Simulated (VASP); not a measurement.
# SbPt (P6_3/mmc) in VASP: a series of runs, part 2 of 2

VASP 6.6.1. The steps go on from the part before.

## 3. Single point, r2SCAN (18.39 Å³/atom)

This run uses another cell than the first one, of 18.39 Å³/atom.

Input file POSCAR:

```
SbPt
1.0
    3.9850561627      0.0000000000      0.0000000000
   -1.9925280814      3.4511598724      0.0000000000
    0.0000000000      0.0000000000      5.3490691099
Sb Pt
2 2
Direct
    0.3333333333      0.6666666667      0.2500000000
    0.6666666667      0.3333333333      0.7500000000
    0.0000000000      0.0000000000      0.0000000000
    0.0000000000      0.0000000000      0.5000000000
```

Input file INCAR.step1:

```
SYSTEM = SbPt
PREC = Accurate
ENCUT = 520
ISMEAR = 0
SIGMA = 0.1
LREAL = .False.
LASPH = .True.
NELM = 100
NBANDS = 23
GGA = PE
ALGO = Normal
EDIFF = 1E-4
LWAVE = .True.
LCHARG = .False.
```

Input file INCAR.step2:

```
SYSTEM = SbPt
PREC = Accurate
ENCUT = 520
EDIFF = 1E-6
ISMEAR = 0
SIGMA = 0.1
LREAL = .False.
LASPH = .True.
NELM = 100
ALGO = Normal
ISIF = 2
LWAVE = .False.
LCHARG = .False.
METAGGA = R2SCAN
LMIXTAU = .True.
NBANDS = 23
ISTART = 1
```

Input file KPOINTS:

```
Automatic mesh
0
Gamma
  12 12 8
  0 0 0
```

Potentials or basis: VASP PAW PBE potentials, release 64 (Sb, Pt).

Launch:

```bash
> cat potpaw_PBE.64/Sb/POTCAR potpaw_PBE.64/Pt/POTCAR > POTCAR
> cp INCAR.step1 INCAR
> mpirun -np 1 vasp_std > vasp.out
> cp INCAR.step2 INCAR
> mpirun -np 1 vasp_std > vasp.out
```

Wall time 12 min (1 thread of Intel Xeon 8259CL, shared host); peak memory 0.3 GiB.

It converged, with:

```yaml
Free_energy: -155.5080 eV
Pressure: 24.3 GPa
Band_gap_on_the_k_mesh: zero (bands 15 and 16 overlap by 4.96 eV)
```

Stress tensor (GPa, compression positive):
```
24.24  0.00  0.00
 0.00 24.24  0.00
 0.00  0.00 24.34
```

Levels at points of the mesh, in eV from the Fermi level:
```
           k point  band 12  band 13  band 14  band 15  band 16  band 17  band 18  band 19
(0.00, 0.00, 0.00)    -2.86    -0.27    -0.27     0.67     2.52     2.57     4.20     4.20
(0.50, 0.00, 0.00)    -3.62    -3.41    -3.08    -2.84    -0.28     2.04     4.63     4.66
(0.00, 0.00, 0.50)    -4.63    -1.16    -1.16     2.64     2.64     2.64     2.64     5.47
(0.50, 0.00, 0.50)    -4.09    -3.90    -3.90     0.18     0.18     2.25     2.25     4.24
```

Caveat: the cell stands under pressure; the PAW data sets were made with another functional, which shifts forces and pressure a little; spin-orbit coupling is left out, which moves the levels of the heavy elements.

## 4. Single point, r2SCAN (19.02 Å³/atom)

This run uses another cell than the first one, of 19.02 Å³/atom.

Input file POSCAR:

```
SbPt
1.0
    4.0370257660      0.0000000000      0.0000000000
   -2.0185128830      3.4961668691      0.0000000000
    0.0000000000      0.0000000000      5.3899257125
Sb Pt
2 2
Direct
    0.3333333333      0.6666666667      0.2500000000
    0.6666666667      0.3333333333      0.7500000000
    0.0000000000      0.0000000000      0.0000000000
    0.0000000000      0.0000000000      0.5000000000
```

Input file INCAR.step1:

```
SYSTEM = SbPt
  PREC = Accurate
  ENCUT = 520
  ISMEAR = 0
  SIGMA = 0.1
  LREAL = .False.
  LASPH = .True.
  NELM = 60
  NBANDS = 23
  GGA = PE
  ALGO = Normal
  EDIFF = 1E-4
  LWAVE = .True.
  LCHARG = .False.
```

Input file INCAR.step2:

```
SYSTEM = SbPt
  PREC = Accurate
  ENCUT = 520
  EDIFF = 1E-7
  ISMEAR = 0
  SIGMA = 0.1
  LREAL = .False.
  LASPH = .True.
  NELM = 60
  ALGO = Normal
  ISIF = 2
  LWAVE = .False.
  LCHARG = .False.
  METAGGA = R2SCAN
  LMIXTAU = .True.
  NBANDS = 23
  ISTART = 1
```

Input file KPOINTS:

```
regular mesh
0
Gamma
  12 12 8
  0 0 0
```

Launch:

```bash
> cat potpaw_PBE.64/Sb/POTCAR potpaw_PBE.64/Pt/POTCAR > POTCAR
> cp INCAR.step1 INCAR
> mpirun -np 1 vasp_std > vasp.out
> cp INCAR.step2 INCAR
> mpirun -np 1 vasp_std > vasp.out
```

Run time: 12 min. Hardware: 1 thread of Intel Xeon 8259CL, shared host; peak memory 0.3 GiB.

Results (log left out):

```yaml
Free_energy: -155.8250 eV
Pressure: 16.4 GPa
Band_gap_on_the_k_mesh: zero (bands 15 and 16 overlap by 4.75 eV)
```

Stress tensor (GPa, compression positive):
```
16.41  0.00  0.00
 0.00 16.41  0.00
 0.00  0.00 16.50
```

Levels at points of the mesh, in eV from the Fermi level:
| k point | band 13 | band 14 | band 15 | band 16 | band 17 | band 18 |
| --- | --- | --- | --- | --- | --- | --- |
| (0.00, 0.00, 0.00) | -0.24 | -0.24 | 0.70 | 2.49 | 2.61 | 4.04 |
| (0.50, 0.00, 0.00) | -3.24 | -2.88 | -2.66 | -0.39 | 2.02 | 4.61 |
| (0.00, 0.00, 0.50) | -1.16 | -1.16 | 2.56 | 2.56 | 2.56 | 2.56 |
| (0.50, 0.00, 0.50) | -3.70 | -3.70 | 0.23 | 0.23 | 2.12 | 2.12 |

Caveat: the cell stands under pressure; the PAW data sets were made with another functional, which shifts forces and pressure a little; spin-orbit coupling is left out, which moves the levels of the heavy elements.

## 5. Single point, r2SCAN (19.65 Å³/atom)

This run uses another cell than the first one, of 19.65 Å³/atom.

Input file POSCAR:

```
SbPt
1.0
    4.0864644080      0.0000000000      0.0000000000
   -2.0432322040      3.5389819890      0.0000000000
    0.0000000000      0.0000000000      5.4337148266
Sb Pt
2 2
Direct
    0.3333333333      0.6666666667      0.2500000000
    0.6666666667      0.3333333333      0.7500000000
    0.0000000000      0.0000000000      0.0000000000
    0.0000000000      0.0000000000      0.5000000000
```

Input file INCAR.step1:

```
SYSTEM = SbPt
PREC = Accurate
ENCUT = 520
ISMEAR = 0
SIGMA = 0.1
LREAL = .FALSE.
LASPH = .TRUE.
NELM = 60
NBANDS = 23
GGA = PE
ALGO = Normal
EDIFF = 1E-4
LWAVE = .TRUE.
LCHARG = .FALSE.
```

Input file INCAR.step2:

```
SYSTEM = SbPt
PREC = Accurate
ENCUT = 520
EDIFF = 1E-6
ISMEAR = 0
SIGMA = 0.1
LREAL = .FALSE.
LASPH = .TRUE.
NELM = 60
ALGO = Normal
ISIF = 2
LWAVE = .FALSE.
LCHARG = .FALSE.
METAGGA = R2SCAN
LMIXTAU = .TRUE.
NBANDS = 23
ISTART = 1
```

Input file KPOINTS:

```
Automatic mesh
0
G
  12 12 8
  0 0 0
```

Launch:

```bash
> cat potpaw_PBE.64/Sb/POTCAR potpaw_PBE.64/Pt/POTCAR > POTCAR
> cp INCAR.step1 INCAR
> mpirun -np 1 vasp_std > vasp.out
> cp INCAR.step2 INCAR
> mpirun -np 1 vasp_std > vasp.out
```

Run time: 10 min. Hardware: 1 thread of Intel Xeon 8259CL, shared host; peak memory 0.31 GiB.

Results (log left out):

```
Free energy            : -156.0297 eV
Pressure               : 9.9 GPa
Band gap on the k mesh : zero (bands 15 and 16 overlap by 4.56 eV)
```

Stress tensor (GPa, compression positive):
```
9.84 0.00 0.00
0.00 9.84 0.00
0.00 0.00 9.92
```

Levels at points of the mesh, in eV from the Fermi level:
```csv
k point,band 12,band 13,band 14,band 15,band 16,band 17,band 18,band 19
"(0.00, 0.00, 0.00)",-2.53,-0.21,-0.21,0.71,2.46,2.65,3.89,3.89
"(0.50, 0.00, 0.00)",-3.30,-3.08,-2.72,-2.51,-0.49,1.99,4.57,4.64
"(0.00, 0.00, 0.50)",-4.16,-1.17,-1.17,2.49,2.49,2.49,2.49,5.61
"(0.50, 0.00, 0.50)",-3.68,-3.52,-3.52,0.27,0.27,2.00,2.00,4.20
```

Caveat: the cell stands under pressure; the PAW data sets were made with another functional, which shifts forces and pressure a little; spin-orbit coupling is left out, which moves the levels of the heavy elements.

## 6. Single point, r2SCAN (20.27 Å³/atom)

This run uses another cell than the first one, of 20.27 Å³/atom.

Input file POSCAR:

```
SbPt
1.0
    4.1347406560      0.0000000000      0.0000000000
   -2.0673703280      3.5807904462      0.0000000000
    0.0000000000      0.0000000000      5.4769605799
Sb Pt
2 2
Direct
    0.3333333333      0.6666666667      0.2500000000
    0.6666666667      0.3333333333      0.7500000000
    0.0000000000      0.0000000000      0.0000000000
    0.0000000000      0.0000000000      0.5000000000
```

Input file INCAR.step1:

```
  ALGO = Normal
  EDIFF = 1E-4
  ENCUT = 520
  GGA = PE
  ISMEAR = 0
  LASPH = True
  LCHARG = False
  LREAL = False
  LWAVE = True
  NBANDS = 23
  NELM = 60
  PREC = Accurate
  SIGMA = 0.1
```

Input file INCAR.step2:

```
  ALGO = Normal
  EDIFF = 1E-6
  ENCUT = 520
  ISIF = 2
  ISMEAR = 0
  ISTART = 1
  LASPH = True
  LCHARG = False
  LMIXTAU = True
  LREAL = False
  LWAVE = False
  METAGGA = R2SCAN
  NBANDS = 23
  NELM = 60
  PREC = Accurate
  SIGMA = 0.1
```

Input file KPOINTS:

```
k-points
0
Gamma
  12 12 8
```

Potentials or basis: VASP PAW PBE potentials, release 64 (Sb, Pt).

Launch:

```bash
> cat potpaw_PBE.64/Sb/POTCAR potpaw_PBE.64/Pt/POTCAR > POTCAR
> cp INCAR.step1 INCAR
> mpirun -np 1 vasp_std > vasp.out
> cp INCAR.step2 INCAR
> mpirun -np 1 vasp_std > vasp.out
```

Wall time 9.3 min (1 thread of Intel Xeon 8259CL, shared host); peak memory 0.33 GiB.

Results (log left out):

```yaml
Free_energy: -156.1404 eV
Pressure: 4.4 GPa
Band_gap_on_the_k_mesh: zero (bands 15 and 16 overlap by 4.39 eV)
```

Levels at points of the mesh, in eV from the Fermi level:
```csv
k point,band 13,band 14,band 15,band 16,band 17,band 18
"(0.00, 0.00, 0.00)",-0.18,-0.18,0.72,2.42,2.68,3.76
"(0.50, 0.00, 0.00)",-2.94,-2.56,-2.37,-0.58,1.96,4.52
"(0.00, 0.00, 0.50)",-1.18,-1.18,2.42,2.42,2.42,2.42
"(0.50, 0.00, 0.50)",-3.35,-3.35,0.31,0.31,1.89,1.89
```

Caveat: the cell stands under pressure; the PAW data sets were made with another functional, which shifts forces and pressure a little; spin-orbit coupling is left out, which moves the levels of the heavy elements.

## 7. The runs side by side

| cell | gap on the mesh (eV) | pressure (GPa) |
| --- | --- | --- |
| a = 4.333, b = 4.333, c = 5.655 Å, angles 90.0, 90.0, 120.0°, 4 atoms | none | -10.4 |
| a = 3.985, b = 3.985, c = 5.349 Å, angles 90.0, 90.0, 120.0°, 4 atoms | none | 24.3 |
| a = 4.037, b = 4.037, c = 5.390 Å, angles 90.0, 90.0, 120.0°, 4 atoms | none | 16.4 |
| a = 4.086, b = 4.086, c = 5.434 Å, angles 90.0, 90.0, 120.0°, 4 atoms | none | 9.9 |
| a = 4.135, b = 4.135, c = 5.477 Å, angles 90.0, 90.0, 120.0°, 4 atoms | none | 4.4 |

Alike in all rows: task single point; level r2SCAN; potentials or basis VASP PAW PBE potentials, release 64 (Sb, Pt); no spin polarisation; k mesh 12 × 12 × 8; cutoff (eV) 520; smearing gaussian 0.1 eV.

Caveats: the PAW data sets were made with another functional, which shifts forces and pressure a little; spin-orbit coupling is left out, which moves the levels of the heavy elements; the cell stands under pressure (at least some runs); the cell stands under tension (at least some runs).

Total energies depend on the potentials used, so only differences within one code and one set of settings carry meaning.
